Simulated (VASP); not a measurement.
# ZnS (F-43m) in VASP: a series of runs

ZnS is run at these levels: r2SCAN; tasks: single point, relaxation of cell and atoms.

All numbers are computed with VASP 6.6.1; they aren't measurements. Logs are shortened: lines on timing, memory, paths and dates and some standing lists are left out, and cuts for length are marked.

### Step 1. The cell of the first run

Symmetry: F-43m, No. 216, cubic system. The conventional cell has a = 5.387 Å, b = 5.387 Å, c = 5.387 Å, α = 90.00°, β = 90.00°, γ = 90.00°. Within 3.1 Å of Zn (site symmetry -43m) lie 4 S at 2.33 Å. S (site symmetry -43m) has 4 Zn at 2.33 Å within 3.1 Å.

### Step 2. Single point, r2SCAN

File POSCAR:

```
ZnS
1.0
    0.0000000000      2.6936828800      2.6936828800
    2.6936828800      0.0000000000      2.6936828800
    2.6936828800      2.6936828800      0.0000000000
Zn S
1 1
Direct
    0.0000000000      0.0000000000      0.0000000000
    0.7500000000      0.7500000000      0.7500000000
```

File INCAR.step1:

```
SYSTEM = ZnS
PREC = Accurate
ENCUT = 520
ISMEAR = 0
SIGMA = 0.1
LREAL = .FALSE.
LASPH = .TRUE.
NELM = 100
NBANDS = 16
GGA = PE
ALGO = Normal
EDIFF = 1E-4
LWAVE = .TRUE.
LCHARG = .FALSE.
```

File INCAR.step2:

```
SYSTEM = ZnS
PREC = Accurate
ENCUT = 520
EDIFF = 1E-7
ISMEAR = 0
SIGMA = 0.1
LREAL = .FALSE.
LASPH = .TRUE.
NELM = 100
ALGO = Normal
ISIF = 2
LWAVE = .FALSE.
LCHARG = .TRUE.
METAGGA = R2SCAN
LMIXTAU = .TRUE.
LELF = .TRUE.
LVHAR = .TRUE.
NBANDS = 16
ISTART = 1
```

File KPOINTS:

```
Automatic mesh
0
G
  6 6 6
  0 0 0
```

Potentials or basis: VASP PAW PBE potentials, release 64 (Zn, S).

Started as:

```sh
$ cat potpaw_PBE.64/Zn/POTCAR potpaw_PBE.64/S/POTCAR > POTCAR
$ cp INCAR.step1 INCAR
$ mpirun -np 1 vasp_std > vasp.out
$ cp INCAR.step2 INCAR
$ mpirun -np 1 vasp_std > vasp.out
```

OUTCAR:

```text
SYSTEM = ZnS
   PREC = Accurate
   ENCUT = 520
   EDIFF = 1E-7
   ISMEAR = 0
   LREAL = .FALSE.
   LASPH = .TRUE.
   NELM = 100
   ISIF = 2
   METAGGA = R2SCAN
   ISTART = 1

 ion  position               nearest neighbor table
   1  0.000  0.000  0.000-   2 2.33   2 2.33   2 2.33   2 2.33
   2  0.750  0.750  0.750-   1 2.33   1 2.33   1 2.33   1 2.33

  LATTYP: Found a face centered cubic cell.
 ALAT       =     5.3873657600

  Lattice vectors:

 A1 = (   0.0000000000,   2.6936828800,   2.6936828800)
 A2 = (   2.6936828800,   0.0000000000,   2.6936828800)
 A3 = (   2.6936828800,   2.6936828800,   0.0000000000)

Analysis of symmetry for initial positions (statically):
=====================================================================
 Subroutine PRICEL returns:
 Original cell was already a primitive cell.

 Routine SETGRP: Setting up the symmetry group for a
 face centered cubic supercell.

 Subroutine GETGRP returns: Found 24 space group operations
 (whereof 24 operations were pure point group operations)
 out of a pool of 48 trial point group operations.

The static configuration has the point symmetry T_d .

Analysis of symmetry for dynamics (positions and initial velocities):
=====================================================================
 Subroutine PRICEL returns:
 Original cell was already a primitive cell.

 Routine SETGRP: Setting up the symmetry group for a
 face centered cubic supercell.

 Subroutine GETGRP returns: Found 24 space group operations
 (whereof 24 operations were pure point group operations)
 out of a pool of 48 trial point group operations.

The dynamic configuration has the point symmetry T_d .

 Subroutine INISYM returns: Found 24 space group operations
 (whereof 24 operations are pure point group operations),
 and found     1 'primitive' translations

----------------------------------------------------------------------------------------

                                     Primitive cell

  volume of cell :      39.0903

  direct lattice vectors                    reciprocal lattice vectors
     0.000000000  2.693682880  2.693682880    -0.185619474  0.185619474  0.185619474
     2.693682880  0.000000000  2.693682880     0.185619474 -0.185619474  0.185619474
     2.693682880  2.693682880  0.000000000     0.185619474  0.185619474 -0.185619474

  length of vectors
     3.809442862  3.809442862  3.809442862     0.321502360  0.321502360  0.321502360

  position of ions in fractional coordinates (direct lattice)
     0.000000000  0.000000000  0.000000000
     0.750000000  0.750000000  0.750000000

  ion indices of the primitive-cell ions
   primitive index   ion index
                 1           1
                 2           2

----------------------------------------------------------------------------------------

 KPOINTS: Automatic mesh

Automatic generation of k-mesh.
 Grid dimensions read from file:
 generate k-points for:    6    6    6

 Generating k-lattice:

  Cartesian coordinates                     Fractional coordinates (reciprocal lattice)
    -0.030936579  0.030936579  0.030936579     0.166666667  0.000000000  0.000000000
     0.030936579 -0.030936579  0.030936579     0.000000000  0.166666667  0.000000000
     0.030936579  0.030936579 -0.030936579     0.000000000  0.000000000  0.166666667

  Length of vectors
     0.053583727  0.053583727  0.053583727

  Shift w.r.t. Gamma in fractional coordinates (k-lattice)
     0.000000000  0.000000000  0.000000000

 Subroutine IBZKPT returns following result:
 ===========================================

 Found     16 irreducible k-points:

 Following reciprocal coordinates:
            Coordinates               Weight
  0.000000  0.000000  0.000000      1.000000
  0.166667  0.000000  0.000000      8.000000
  0.333333  0.000000  0.000000      8.000000
  0.500000  0.000000  0.000000      4.000000
  0.166667  0.166667  0.000000      6.000000
  0.333333  0.166667  0.000000     24.000000
[... 8 lines left out ...]
 -0.333333  0.333333  0.166667     24.000000
 -0.333333  0.500000  0.166667     12.000000
   k-points           NKPTS =     16   k-points in BZ     NKDIM =     16   number of bands    NBANDS=     16
   number of dos      NEDOS =    301   number of ions     NIONS =      2
   total plane-waves  NPLWV =  21952
   dimension x,y,z NGX =    28 NGY =   28 NGZ =   28
   dimension x,y,z NGXF=    56 NGYF=   56 NGZF=   56
   ions per type =               1   1
   NGX,Y,Z   is equivalent  to a cutoff of  12.22, 12.22, 12.22 a.u.
   NGXF,Y,Z  is equivalent  to a cutoff of  24.44, 24.44, 24.44 a.u.
 SYSTEM =  ZnS
   PREC   = accura    normal or accurate (medium, high low for compatibility)
   ISTART =      1    job   : 0-new  1-cont  2-samecut
   ICHARG =      0    charge: 1-file 2-atom 10-const
   ISPIN  =      1    spin polarized calculation?
   LNONCOLLINEAR =      F non collinear calculations
   LSORBIT =      F    spin-orbit coupling
   LASPH  =      T    aspherical Exc in radial PAW
   ENCUT  =  520.0 eV  38.22 Ry    6.18 a.u.   7.08  7.08  7.08*2*pi/ulx,y,z
   NELM   =    100;   NELMIN=  2; NELMDL=  0     # of ELM steps
   EDIFF  = 0.1E-06   stopping-criterion for ELM
   LREAL  =      F    real-space projection
   EDIFFG = 0.1E-05   stopping-criterion for IOM
   NSW    =      0    number of steps for IOM
   IBRION =     -1    ionic relax: 0-MD 1-quasi-New 2-CG
   NFREE  =      0    steps in history (QN), initial steepest desc. (CG)
   ISIF   =      2    stress and relaxation
   ISYM   =      2    0-nonsym 1-usesym 2-fastsym
   POTIM  = 0.5000    time-step for ionic-motion
   TEBEG  =    0.0;   TEEND  =   0.0 temperature during run
   PSTRESS=    0.0 pullay stress
   NELECT =      18.0000    total number of electrons
   NUPDOWN=      -1.0000    fix difference up-down
   EMIN   =  10.00;   EMAX   =-10.00  energy-range for DOS
   EFERMI =   0.00;   METHOD = LEGACY
   ISMEAR =     0;   SIGMA  =   0.10  broadening in eV -4-tet -1-fermi 0-gaus
   EFERMI_NEDOS =   21; number of points for ismear=-14 and -15
   IALGO  =     38    algorithm
   IMIX   =      4    mixing-type and parameters
     AMIX     =   0.40;   BMIX     =  1.00
     AMIX_MAG =   1.60;   BMIX_MAG =  1.00
  volume/ion in A,a.u.               =      19.55       131.90
  Fermi-wavevector in a.u.,A,eV,Ry     =   1.264181  2.388955 21.744194  1.598153
  Thomas-Fermi vector in A             =   2.397499
   LORBIT       =      0    0 simple, 1 ext, 2 COOP (PROOUT), +10 PAW based schemes
   METAGGA = R2SCAN    functional components
   LHFCALC =     F    Hartree Fock is set to
   AEXX    =    0.0000 exact exchange contribution
   IVDW    =     0    specifies the selected vdW correction
   LEPSILON=     F    determine dielectric tensor
   LRPA    =     F    only Hartree local field effects (RPA)
 non-spin polarized calculation
 Gauss-broadening in eV      SIGMA  =   0.10
  energy-cutoff  :      520.00
  volume of cell :       39.09
 maximum number of plane-waves:      1067
   NGX = 15   NGY = 15   NGZ = 15

 number of electron      18.0000006 magnetization

 Free energy of the ion-electron system (eV)
  ---------------------------------------------------
  ext. energy  EPLUGINS =         0.00000000
  ---------------------------------------------------
  free energy    TOTEN  =       -18.86389566 eV

  energy without entropy =      -18.86389566  energy(sigma->0) =      -18.86389566

 E-fermi :   2.3824     XC(G=0): -10.3304

 val. band max:        1.9198509987   @ k =   0.0000   0.0000   0.0000
 cond. band min:       4.6370864676   @ k =   0.0000   0.0000   0.0000
 fundamental gap:      2.7172354689
 Fermi energy:         2.3823780925

 k-point     1 :       0.0000    0.0000    0.0000
  band No.  band energies     occupation
      1     -11.8221      2.00000
      2      -4.6183      2.00000
      3      -4.6183      2.00000
      4      -4.6182      2.00000
      5      -4.0606      2.00000
      6      -4.0606      2.00000
[... 8 lines left out ...]
     15      14.2337      0.00000
     16      14.5142      0.00000

 k-point     2 :       0.1667    0.0000    0.0000
  band No.  band energies     occupation
      1     -11.6117      2.00000
      2      -4.6078      2.00000
      3      -4.5803      2.00000
      4      -4.5802      2.00000
      5      -4.0624      2.00000
      6      -4.0624      2.00000
[... 8 lines left out ...]
     15      13.4192      0.00000
     16      15.2968      0.00000

 k-point     3 :       0.3333    0.0000    0.0000
  band No.  band energies     occupation
      1     -11.1349      2.00000
      2      -4.5153      2.00000
      3      -4.5153      2.00000
      4      -4.4380      2.00000
      5      -4.0489      2.00000
      6      -4.0488      2.00000
[... 8 lines left out ...]
     15      14.0971      0.00000
     16      14.4054      0.00000

 k-point     4 :       0.5000    0.0000    0.0000
  band No.  band energies     occupation
      1     -10.8594      2.00000
      2      -4.4910      2.00000
      3      -4.4909      2.00000
      4      -4.0305      2.00000
      5      -4.0304      2.00000
      6      -3.8596      2.00000
[... 8 lines left out ...]
     15      16.0048      0.00000
     16      16.0049      0.00000
[... 172 lines left out ...]
 k-point    14 :       0.5000    0.3333    0.1667
  band No.  band energies     occupation
      1     -10.8040      2.00000
      2      -4.5113      2.00000
      3      -4.4199      2.00000
      4      -4.2943      2.00000
      5      -4.0369      2.00000
      6      -3.9887      2.00000
[... 8 lines left out ...]
     15      16.6741      0.00000
     16      17.3440      0.00000

 k-point    15 :      -0.3333    0.3333    0.1667
  band No.  band energies     occupation
      1     -10.6163      2.00000
      2      -4.4690      2.00000
      3      -4.3753      2.00000
      4      -4.1215      2.00000
      5      -4.0736      2.00000
      6      -3.7455      2.00000
[... 8 lines left out ...]
     15      16.4721      0.00000
     16      17.1473      0.00000

 k-point    16 :      -0.3333    0.5000    0.1667
  band No.  band energies     occupation
      1     -10.5301      2.00000
      2      -4.5071      2.00000
      3      -4.2965      2.00000
      4      -4.1982      2.00000
      5      -4.0377      2.00000
      6      -3.7017      2.00000
[... 8 lines left out ...]
     15      16.5475      0.00000
     16      17.6199      0.00000

------------------------ aborting loop because EDIFF is reached ----------------------------------------

  FORCE on cell =-STRESS in cart. coord.  units (eV):
  Direction    XX          YY          ZZ          XY          YZ          ZX
  --------------------------------------------------------------------------------------
  -------------------------------------------------------------------------------------
  Total        0.0300204      0.0300204      0.0300204     -0.0000000     -0.0000000      0.0000000
  in kB        1.2304317      1.2304317      1.2304317     -0.0000000     -0.0000000      0.0000000
  external PRESSURE =       1.2304317 kB  Pullay stress =       0.0000000 kB

 VOLUME and BASIS-vectors are now :
 -----------------------------------------------------------------------------
  energy-cutoff  :      520.00
  volume of cell :       39.09
      direct lattice vectors                 reciprocal lattice vectors
     0.000000000  2.693682880  2.693682880    -0.185619474  0.185619474  0.185619474
     2.693682880  0.000000000  2.693682880     0.185619474 -0.185619474  0.185619474
     2.693682880  2.693682880  0.000000000     0.185619474  0.185619474 -0.185619474

 POSITION                                       TOTAL-FORCE (eV/Angst)
 -----------------------------------------------------------------------------------
      0.00000      0.00000      0.00000         0.000000      0.000000      0.000000
      4.04052      4.04052      4.04052        -0.000000     -0.000000     -0.000000
 -----------------------------------------------------------------------------------
    total drift:                               -0.000011     -0.000011     -0.000011

  FREE ENERGIE OF THE ION-ELECTRON SYSTEM (eV)
  ---------------------------------------------------
  free  energy   TOTEN  =       -18.8638956622 eV

  energy  without entropy=      -18.8638956622  energy(sigma->0) =      -18.86389566
```

Wall time 44 s (1 thread of Intel Xeon 6455B, shared host); peak memory 0.16 GiB.

What came out:

```yaml
Free_energy: -18.8639 eV
Pressure: 0.1 GPa
Band_gap_on_the_k_mesh: 2.72 eV
```

Caveat: the PAW data sets were made with another functional, which shifts forces and pressure a little.

### Step 3. Single point, r2SCAN

File POSCAR:

```
ZnS
1.0
    0.0000000000      2.6942019967      2.6942019967
    2.6942019967      0.0000000000      2.6942019967
    2.6942019967      2.6942019967      0.0000000000
Zn S
1 1
Direct
    0.0000000000      0.0000000000      0.0000000000
    0.7500000000      0.7500000000      0.7500000000
```

File INCAR.step1:

```
SYSTEM = ZnS
  PREC = Accurate
  ENCUT = 520
  ISMEAR = 0
  SIGMA = 0.02
  LREAL = .FALSE.
  LASPH = .TRUE.
  NELM = 100
  NBANDS = 16
  GGA = PE
  ALGO = Normal
  EDIFF = 1E-4
  LWAVE = .TRUE.
  LCHARG = .FALSE.
```

File INCAR.step2:

```
SYSTEM = ZnS
  PREC = Accurate
  ENCUT = 520
  EDIFF = 1E-7
  ISMEAR = 0
  SIGMA = 0.02
  LREAL = .FALSE.
  LASPH = .TRUE.
  NELM = 100
  ALGO = Normal
  ISIF = 2
  LWAVE = .FALSE.
  LCHARG = .TRUE.
  METAGGA = R2SCAN
  LMIXTAU = .TRUE.
  LELF = .TRUE.
  LVHAR = .TRUE.
  NBANDS = 16
  ISTART = 1
```

File KPOINTS:

```
regular mesh
0
G
  8 8 8
  0 0 0
```

Potentials or basis: VASP PAW PBE potentials, release 64 (Zn, S).

Started as:

```sh
$ cat potpaw_PBE.64/Zn/POTCAR potpaw_PBE.64/S/POTCAR > POTCAR
$ cp INCAR.step1 INCAR
$ mpirun -np 1 vasp_std > vasp.out
$ cp INCAR.step2 INCAR
$ mpirun -np 1 vasp_std > vasp.out
```

Run time: 73 s. Hardware: 1 thread of Intel Xeon 6455B, shared host; peak memory 0.17 GiB.

Results (log left out):

```yaml
Free_energy: -18.8662 eV
Pressure: 0.1 GPa
Band_gap_on_the_k_mesh: 2.72 eV
```

Levels at points of the mesh, in eV from the valence-band top:
```
           k point  band 7  band 8  band 9  band 10  band 11  band 12
(0.00, 0.00, 0.00)    0.00    0.00    0.00     2.72     6.90     6.90
(0.50, 0.00, 0.00)   -5.45   -0.90   -0.90     3.83     7.39     7.39
(0.50, 0.50, 0.00)   -4.65   -2.31   -2.31     3.71     4.48    11.83
```

Caveat: the PAW data sets were made with another functional, which shifts forces and pressure a little.

### Step 4. Single point, r2SCAN

POSCAR is that of step 3.

File INCAR.step1:

```
SYSTEM = ZnS
PREC = Accurate ; ENCUT = 520
ISMEAR = 0 ; SIGMA = 0.01
LREAL = .FALSE. ; LASPH = .TRUE.
NELM = 80 ; NBANDS = 16
GGA = PE ; ALGO = Normal
EDIFF = 1E-4 ; LWAVE = .TRUE.
LCHARG = .FALSE.
```

File INCAR.step2:

```
SYSTEM = ZnS
PREC = Accurate ; ENCUT = 520
EDIFF = 1E-7 ; ISMEAR = 0
SIGMA = 0.01 ; LREAL = .FALSE.
LASPH = .TRUE. ; NELM = 80
ALGO = Normal ; ISIF = 2
LWAVE = .FALSE. ; LCHARG = .TRUE.
METAGGA = R2SCAN ; LMIXTAU = .TRUE.
LELF = .TRUE. ; LVHAR = .TRUE.
NBANDS = 16 ; ISTART = 1
```

File KPOINTS:

```
Automatic mesh
0
G
  8 8 8
  0 0 0
```

Started as:

```sh
$ cat potpaw_PBE.64/Zn/POTCAR potpaw_PBE.64/S/POTCAR > POTCAR
$ cp INCAR.step1 INCAR
$ mpirun -np 1 vasp_std > vasp.out
$ cp INCAR.step2 INCAR
$ mpirun -np 1 vasp_std > vasp.out
```

Run time: 80 s. Hardware: 1 thread of Intel Xeon 6455B, shared host; peak memory 0.17 GiB.

The run converged. Its results:

```yaml
Free_energy: -18.8662 eV
Pressure: 0.1 GPa
Band_gap_on_the_k_mesh: 2.72 eV
```

Levels at points of the mesh, in eV from the valence-band top:
```
           k point  band 5  band 6  band 7  band 8  band 9  band 10  band 11  band 12  band 13  band 14
(0.00, 0.00, 0.00)   -5.98   -5.98    0.00    0.00    0.00     2.72     6.90     6.90     6.90    12.31
(0.50, 0.00, 0.00)   -5.95   -5.78   -5.45   -0.90   -0.90     3.83     7.39     7.39     9.45    12.91
(0.50, 0.50, 0.00)   -5.90   -5.76   -4.65   -2.31   -2.31     3.71     4.48    11.83    12.88    12.88
```

Caveat: the PAW data sets were made with another functional, which shifts forces and pressure a little.

### Step 5. Relaxation of cell and atoms, r2SCAN

File POSCAR:

```
ZnS
1.0
    0.0000000000      2.6936828800      2.6936828800
    2.6936828800      0.0000000000      2.6936828800
    2.6936828800      2.6936828800      0.0000000000
Zn S
1 1
Direct
    0.0000000000      0.0000000000      0.0000000000
    0.7500000000      0.7500000000      0.7500000000
```

File INCAR.step1:

```
ALGO     = Normal         # electronic algorithm
EDIFF    = 1E-4           # SCF threshold, eV
ENCUT    = 600            # plane-wave cutoff, eV
GGA      = PE             # functional
ISMEAR   = 0              # smearing method
LASPH    = T              # aspherical terms in the spheres
LCHARG   = F              # write CHGCAR
LREAL    = F              # projectors in reciprocal space
LWAVE    = T              # write WAVECAR
NELM     = 100            # most SCF steps
PREC     = Accurate       # precision mode
SIGMA    = 0.02           # smearing width, eV
```

File INCAR.step2:

```
ALGO     = Normal         # electronic algorithm
EDIFF    = 1E-7           # SCF threshold, eV
EDIFFG   = -0.005         # ionic threshold
ENCUT    = 600            # plane-wave cutoff, eV
IBRION   = 2              # ionic algorithm
ISIF     = 3              # what is computed and relaxed
ISMEAR   = 0              # smearing method
ISTART   = 1            
LASPH    = T              # aspherical terms in the spheres
LCHARG   = F              # write CHGCAR
LMIXTAU  = T            
LREAL    = F              # projectors in reciprocal space
LWAVE    = F              # write WAVECAR
METAGGA  = R2SCAN         # meta-GGA
NELM     = 100            # most SCF steps
NSW      = 100            # ionic steps
PREC     = Accurate       # precision mode
SIGMA    = 0.02           # smearing width, eV
```

File KPOINTS:

```
k-points
0
Gamma
  8 8 8
```

Started as:

```sh
$ cat potpaw_PBE.64/Zn/POTCAR potpaw_PBE.64/S/POTCAR > POTCAR
$ cp INCAR.step1 INCAR
$ mpirun -np 1 vasp_std > vasp.out
$ cp INCAR.step2 INCAR
$ mpirun -np 1 vasp_std > vasp.out
```

Wall time 2.4 min (1 thread of Intel Xeon 6455B, shared host); peak memory 0.18 GiB.

It converged, with:

- Free energy: -18.8676 eV
- Relaxed volume: 19.57 Å³/atom
- Relaxed cell: a = 3.811 Å, b = 3.811 Å, c = 3.811 Å, α = 60.00°, β = 60.00°, γ = 60.00°
- Space group after relaxing (to 0.1 Å): F-43m (No. 216)
- Ionic steps: 2
- Pressure after relaxing: 0.0 GPa
- Band gap on the k mesh: 2.71 eV

Final structure:
```
Zn S
1.0
     0.00000    2.69481    2.69481
     2.69481    0.00000    2.69481
     2.69481    2.69481    0.00000
Zn S
1 1
Cartesian
  5.3896 2.6948 2.6948
  4.0422 4.0422 4.0422
```

Levels at points of the mesh, in eV from the valence-band top:
| k point | band 5 | band 6 | band 7 | band 8 | band 9 | band 10 | band 11 | band 12 | band 13 |
| --- | --- | --- | --- | --- | --- | --- | --- | --- | --- |
| (0.00, 0.00, 0.00) | -5.98 | -5.98 | 0.00 | 0.00 | 0.00 | 2.71 | 6.90 | 6.90 | 6.90 |
| (0.50, 0.00, 0.00) | -5.95 | -5.78 | -5.45 | -0.90 | -0.90 | 3.83 | 7.39 | 7.39 | 9.45 |
| (0.50, 0.50, 0.00) | -5.90 | -5.76 | -4.65 | -2.31 | -2.31 | 3.71 | 4.48 | 11.82 | 12.88 |

Caveat: the PAW data sets were made with another functional, which shifts forces and pressure a little.

### Step 6. Summary

| task | cell | k mesh | cutoff (eV) | smearing | gap on the mesh (eV) | pressure (GPa) |
| --- | --- | --- | --- | --- | --- | --- |
| single point | as given | 6 × 6 × 6 | 520 | gaussian 0.1 eV | 2.72 | 0.1 |
| single point | as given | 8 × 8 × 8 | 520 | gaussian 0.02 eV | 2.72 | 0.1 |
| single point | as given | 8 × 8 × 8 | 520 | gaussian 0.01 eV | 2.72 | 0.1 |
| relaxation of cell and atoms | relaxed | 8 × 8 × 8 | 600 | gaussian 0.02 eV | 2.71 | 0.0 |

Alike in all rows: level r2SCAN; potentials or basis VASP PAW PBE potentials, release 64 (Zn, S); no spin polarisation.

Caveats: the PAW data sets were made with another functional, which shifts forces and pressure a little.

Absolute energies hang on the potentials; compare differences alone.
